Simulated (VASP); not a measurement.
# Cs (P6_3/mmc) in VASP: single point with r2SCAN

Aim: the single point of Cs with r2SCAN.

All numbers are computed with VASP 6.6.1; they aren't measurements. Logs are shortened: lines on timing, memory, paths and dates and some standing lists are left out, and cuts for length are marked.

## Step 1: The cell of the first run

The structure is hexagonal, space group P6_3/mmc (No. 194). The conventional cell has a = 5.566 Å, b = 5.566 Å, c = 9.258 Å, α = 90.00°, β = 90.00°, γ = 120.00°.

## Step 2: Single point, r2SCAN

File POSCAR:

```
Cs
1.0
    5.5663060538      0.0000000000      0.0000000000
   -2.7831530269      4.8205624479      0.0000000000
    0.0000000000      0.0000000000      9.2584789600
Cs
2
Direct
    0.3333333333      0.6666666667      0.2500000000
    0.6666666667      0.3333333333      0.7500000000
```

File INCAR.step1:

```
SYSTEM = Cs
PREC     = Accurate       ! precision mode
ENCUT    = 520            ! plane-wave cutoff, eV
ISMEAR   = 0              ! smearing method
SIGMA    = 0.15           ! smearing width, eV
LREAL    = .FALSE.        ! projectors in reciprocal space
LASPH    = .TRUE.         ! aspherical terms in the spheres
NELM     = 80             ! most SCF steps
NBANDS   = 16             ! bands
GGA      = PE             ! functional
ALGO     = Normal         ! electronic algorithm
EDIFF    = 1E-4           ! SCF threshold, eV
LWAVE    = .TRUE.         ! write WAVECAR
LCHARG   = .FALSE.        ! write CHGCAR
```

File INCAR.step2:

```
SYSTEM = Cs
PREC     = Accurate       ! precision mode
ENCUT    = 520            ! plane-wave cutoff, eV
EDIFF    = 1E-6           ! SCF threshold, eV
ISMEAR   = 0              ! smearing method
SIGMA    = 0.15           ! smearing width, eV
LREAL    = .FALSE.        ! projectors in reciprocal space
LASPH    = .TRUE.         ! aspherical terms in the spheres
NELM     = 80             ! most SCF steps
ALGO     = Normal         ! electronic algorithm
ISIF     = 2              ! what is computed and relaxed
LWAVE    = .FALSE.        ! write WAVECAR
LCHARG   = .TRUE.         ! write CHGCAR
METAGGA  = R2SCAN         ! meta-GGA
LMIXTAU  = .TRUE.       
LELF     = .TRUE.         ! ELF
LVHAR    = .TRUE.       
NBANDS   = 16             ! bands
ISTART   = 1
```

File KPOINTS:

```
Automatic mesh
0
G
  6 6 2
  0 0 0
```

Potentials or basis: VASP PAW PBE potentials, release 64 (Cs_sv).

Launch:

```sh
> cat potpaw_PBE.64/Cs_sv/POTCAR > POTCAR
> cp INCAR.step1 INCAR
> mpirun -np 1 vasp_std > vasp.out
> cp INCAR.step2 INCAR
> mpirun -np 1 vasp_std > vasp.out
```

OUTCAR:

```text
SYSTEM = Cs
   PREC = Accurate
   ENCUT = 520
   EDIFF = 1E-6
   ISMEAR = 0
   LREAL = .FALSE.
   LASPH = .TRUE.
   NELM = 80
   ISIF = 2
   METAGGA = R2SCAN
   ISTART = 1

 ion  position               nearest neighbor table
   1  0.333  0.667  0.250-
   2  0.667  0.333  0.750-

  LATTYP: Found a hexagonal cell.
 ALAT       =     5.5663060538
 C/A-ratio  =     1.6633075635

  Lattice vectors:

 A1 = (   5.5663060538,   0.0000000000,   0.0000000000)
 A2 = (  -2.7831530269,   4.8205624479,   0.0000000000)
 A3 = (   0.0000000000,   0.0000000000,   9.2584789600)

Analysis of symmetry for initial positions (statically):
=====================================================================
 Subroutine PRICEL returns:
 Original cell was already a primitive cell.

 Routine SETGRP: Setting up the symmetry group for a
 hexagonal supercell.

 Subroutine GETGRP returns: Found 24 space group operations
 (whereof 12 operations were pure point group operations)
 out of a pool of 24 trial point group operations.

The static configuration has the point symmetry D_3d.
 The point group associated with its full space group is D_6h.

Analysis of symmetry for dynamics (positions and initial velocities):
=====================================================================
 Subroutine PRICEL returns:
 Original cell was already a primitive cell.

 Routine SETGRP: Setting up the symmetry group for a
 hexagonal supercell.

 Subroutine GETGRP returns: Found 24 space group operations
 (whereof 12 operations were pure point group operations)
 out of a pool of 24 trial point group operations.

The dynamic configuration has the point symmetry D_3d.
 The point group associated with its full space group is D_6h.

 Subroutine INISYM returns: Found 24 space group operations
 (whereof 12 operations are pure point group operations),
 and found     1 'primitive' translations

----------------------------------------------------------------------------------------

                                     Primitive cell

  volume of cell :     248.4302

  direct lattice vectors                    reciprocal lattice vectors
     5.566306054  0.000000000  0.000000000     0.179652357  0.103722336  0.000000000
    -2.783153027  4.820562448  0.000000000     0.000000000  0.207444673  0.000000000
     0.000000000  0.000000000  9.258478960     0.000000000  0.000000000  0.108009102

  length of vectors
     5.566306054  5.566306054  9.258478960     0.207444673  0.207444673  0.108009102

  position of ions in fractional coordinates (direct lattice)
     0.333333333  0.666666667  0.250000000
     0.666666667  0.333333333  0.750000000

  ion indices of the primitive-cell ions
   primitive index   ion index
                 1           1
                 2           2

----------------------------------------------------------------------------------------

 KPOINTS: Automatic mesh

Automatic generation of k-mesh.
 Grid dimensions read from file:
 generate k-points for:    6    6    2

 Generating k-lattice:

  Cartesian coordinates                     Fractional coordinates (reciprocal lattice)
     0.029942059  0.017287056  0.000000000     0.166666667  0.000000000  0.000000000
     0.000000000  0.034574112  0.000000000     0.000000000  0.166666667  0.000000000
     0.000000000  0.000000000  0.054004551     0.000000000  0.000000000  0.500000000

  Length of vectors
     0.034574112  0.034574112  0.054004551

  Shift w.r.t. Gamma in fractional coordinates (k-lattice)
     0.000000000  0.000000000  0.000000000

 Subroutine IBZKPT returns following result:
 ===========================================

 Found     14 irreducible k-points:

 Following reciprocal coordinates:
            Coordinates               Weight
  0.000000  0.000000  0.000000      1.000000
  0.166667  0.000000  0.000000      6.000000
  0.333333  0.000000  0.000000      6.000000
  0.500000 -0.000000  0.000000      3.000000
  0.166667  0.166667  0.000000      6.000000
  0.333333  0.166667  0.000000     12.000000
  0.333333  0.333333  0.000000      2.000000
  0.000000  0.000000  0.500000      1.000000
  0.166667  0.000000  0.500000      6.000000
  0.333333  0.000000  0.500000      6.000000
  0.500000 -0.000000  0.500000      3.000000
  0.166667  0.166667  0.500000      6.000000
  0.333333  0.166667  0.500000     12.000000
  0.333333  0.333333  0.500000      2.000000
   k-points           NKPTS =     14   k-points in BZ     NKDIM =     14   number of bands    NBANDS=     16
   number of dos      NEDOS =    301   number of ions     NIONS =      2
   total plane-waves  NPLWV = 123480
   dimension x,y,z NGX =    42 NGY =   42 NGZ =   70
   dimension x,y,z NGXF=    84 NGYF=   84 NGZF=  140
   ions per type =               2
   NGX,Y,Z   is equivalent  to a cutoff of  12.54, 12.54, 12.57 a.u.
   NGXF,Y,Z  is equivalent  to a cutoff of  25.09, 25.09, 25.14 a.u.
 SYSTEM =  Cs
   PREC   = accura    normal or accurate (medium, high low for compatibility)
   ISTART =      1    job   : 0-new  1-cont  2-samecut
   ICHARG =      0    charge: 1-file 2-atom 10-const
   ISPIN  =      1    spin polarized calculation?
   LNONCOLLINEAR =      F non collinear calculations
   LSORBIT =      F    spin-orbit coupling
   LASPH  =      T    aspherical Exc in radial PAW
   ENCUT  =  520.0 eV  38.22 Ry    6.18 a.u.  10.35 10.35 17.21*2*pi/ulx,y,z
   NELM   =     80;   NELMIN=  2; NELMDL=  0     # of ELM steps
   EDIFF  = 0.1E-05   stopping-criterion for ELM
   LREAL  =      F    real-space projection
   EDIFFG = 0.1E-04   stopping-criterion for IOM
   NSW    =      0    number of steps for IOM
   IBRION =     -1    ionic relax: 0-MD 1-quasi-New 2-CG
   NFREE  =      0    steps in history (QN), initial steepest desc. (CG)
   ISIF   =      2    stress and relaxation
   ISYM   =      2    0-nonsym 1-usesym 2-fastsym
   POTIM  = 0.5000    time-step for ionic-motion
   TEBEG  =    0.0;   TEEND  =   0.0 temperature during run
   PSTRESS=    0.0 pullay stress
   NELECT =      18.0000    total number of electrons
   NUPDOWN=      -1.0000    fix difference up-down
   EMIN   =  10.00;   EMAX   =-10.00  energy-range for DOS
   EFERMI =   0.00;   METHOD = LEGACY
   ISMEAR =     0;   SIGMA  =   0.15  broadening in eV -4-tet -1-fermi 0-gaus
   EFERMI_NEDOS =   21; number of points for ismear=-14 and -15
   IALGO  =     38    algorithm
   IMIX   =      4    mixing-type and parameters
     AMIX     =   0.40;   BMIX     =  1.00
     AMIX_MAG =   1.60;   BMIX_MAG =  1.00
  volume/ion in A,a.u.               =     124.22       838.24
  Fermi-wavevector in a.u.,A,eV,Ry     =   0.682492  1.289723  6.337529  0.465795
  Thomas-Fermi vector in A             =   1.761581
   LORBIT       =      0    0 simple, 1 ext, 2 COOP (PROOUT), +10 PAW based schemes
   METAGGA = R2SCAN    functional components
   LHFCALC =     F    Hartree Fock is set to
   AEXX    =    0.0000 exact exchange contribution
   IVDW    =     0    specifies the selected vdW correction
   LEPSILON=     F    determine dielectric tensor
   LRPA    =     F    only Hartree local field effects (RPA)
 non-spin polarized calculation
 Gauss-broadening in eV      SIGMA  =   0.15
  energy-cutoff  :      520.00
  volume of cell :      248.43
 maximum number of plane-waves:      6716
 NGX is ok and might be reduce to    42
   NGX = 21   NGY = 21   NGZ = 35

 number of electron      18.0000000 magnetization

 Free energy of the ion-electron system (eV)
  ---------------------------------------------------
  ext. energy  EPLUGINS =         0.00000000
  ---------------------------------------------------
  free energy    TOTEN  =       -50.06665858 eV

  energy without entropy =      -50.05017110  energy(sigma->0) =      -50.05841484

 E-fermi :   0.3947     XC(G=0):  -5.4422

 val. band max:        0.1908002873   @ k =   0.3333   0.1667   0.0000
 cond. band min:       0.4060458323   @ k =   0.0000   0.0000   0.0000
 fundamental gap:      0.2152455450
 Fermi energy:         0.3946576653

 k-point     1 :       0.0000    0.0000    0.0000
  band No.  band energies     occupation
      1     -24.4792      2.00000
      2     -24.4748      2.00000
      3     -10.9567      2.00000
      4     -10.8700      2.00000
      5     -10.8700      2.00000
      6     -10.8570      2.00000
[... 8 lines left out ...]
     15       3.3226      0.00000
     16       3.3226      0.00000

 k-point     2 :       0.1667    0.0000    0.0000
  band No.  band energies     occupation
      1     -24.4781      2.00000
      2     -24.4742      2.00000
      3     -10.9474      2.00000
      4     -10.8916      2.00000
      5     -10.8790      2.00000
      6     -10.8765      2.00000
[... 8 lines left out ...]
     15       3.2285      0.00000
     16       3.2872      0.00000

 k-point     3 :       0.3333    0.0000    0.0000
  band No.  band energies     occupation
      1     -24.4757      2.00000
      2     -24.4732      2.00000
      3     -10.9355      2.00000
      4     -10.9251      2.00000
      5     -10.9213      2.00000
      6     -10.8889      2.00000
[... 8 lines left out ...]
     15       3.0745      0.00000
     16       3.7748      0.00000

 k-point     4 :       0.5000   -0.0000    0.0000
  band No.  band energies     occupation
      1     -24.4743      2.00000
      2     -24.4729      2.00000
      3     -10.9575      2.00000
      4     -10.9416      2.00000
      5     -10.9091      2.00000
      6     -10.8949      2.00000
[... 8 lines left out ...]
     15       2.9371      0.00000
     16       4.1254      0.00000
[... 134 lines left out ...]
 k-point    12 :       0.1667    0.1667    0.5000
  band No.  band energies     occupation
      1     -24.4749      2.00000
      2     -24.4749      2.00000
      3     -10.9285      2.00000
      4     -10.9285      2.00000
      5     -10.8869      2.00000
      6     -10.8869      2.00000
[... 8 lines left out ...]
     15       3.2232      0.00000
     16       3.2232      0.00000

 k-point    13 :       0.3333    0.1667    0.5000
  band No.  band energies     occupation
      1     -24.4736      2.00000
      2     -24.4736      2.00000
      3     -10.9499      2.00000
      4     -10.9499      2.00000
      5     -10.9000      2.00000
      6     -10.9000      2.00000
[... 8 lines left out ...]
     15       3.1922      0.00000
     16       3.1922      0.00000

 k-point    14 :       0.3333    0.3333    0.5000
  band No.  band energies     occupation
      1     -24.4732      2.00000
      2     -24.4732      2.00000
      3     -10.9405      2.00000
      4     -10.9405      2.00000
      5     -10.9230      2.00000
      6     -10.9230      2.00000
[... 8 lines left out ...]
     15       3.2719      0.00000
     16       3.2719      0.00000

------------------------ aborting loop because EDIFF is reached ----------------------------------------

  FORCE on cell =-STRESS in cart. coord.  units (eV):
  Direction    XX          YY          ZZ          XY          YZ          ZX
  --------------------------------------------------------------------------------------
  -------------------------------------------------------------------------------------
  Total        0.1066055      0.1066055     -0.1978781      0.0000000     -0.0000000      0.0000000
  in kB        0.6875209      0.6875209     -1.2761562      0.0000000     -0.0000000      0.0000000
  external PRESSURE =       0.0329619 kB  Pullay stress =       0.0000000 kB

 VOLUME and BASIS-vectors are now :
 -----------------------------------------------------------------------------
  energy-cutoff  :      520.00
  volume of cell :      248.43
      direct lattice vectors                 reciprocal lattice vectors
     5.566306054  0.000000000  0.000000000     0.179652357  0.103722336  0.000000000
    -2.783153027  4.820562448  0.000000000     0.000000000  0.207444673  0.000000000
     0.000000000  0.000000000  9.258478960     0.000000000  0.000000000  0.108009102

 POSITION                                       TOTAL-FORCE (eV/Angst)
 -----------------------------------------------------------------------------------
     -0.00000      3.21371      2.31462        -0.000000      0.000000      0.000000
      2.78315      1.60685      6.94386         0.000000     -0.000000      0.000000
 -----------------------------------------------------------------------------------
    total drift:                               -0.000000      0.000000     -0.000000

  FREE ENERGIE OF THE ION-ELECTRON SYSTEM (eV)
  ---------------------------------------------------
  free  energy   TOTEN  =       -50.0666585800 eV

  energy  without entropy=      -50.0501710955  energy(sigma->0) =      -50.05841484
```

Run time: 6.6 min. Hardware: 1 thread of Intel Xeon Platinum 8259CL at 2.50GHz (Skylake/Cascade Lake), shared host; peak memory 0.4 GiB.

Results:

| Property | Result |
| --- | --- |
| Free energy | -50.0667 eV |
| Pressure | 0.0 GPa |
| Band gap on the k mesh | zero (band 9 reaches 1.14 eV, above the bottom of band 10 at -0.76 eV) |

Stress tensor (GPa, compression positive):
```
 0.07  0.00  0.00
 0.00  0.07  0.00
 0.00  0.00 -0.13
```

Caveat: the PAW data sets were made with another functional, which shifts forces and pressure a little; spin-orbit coupling is left out, which moves the levels of the heavy elements.
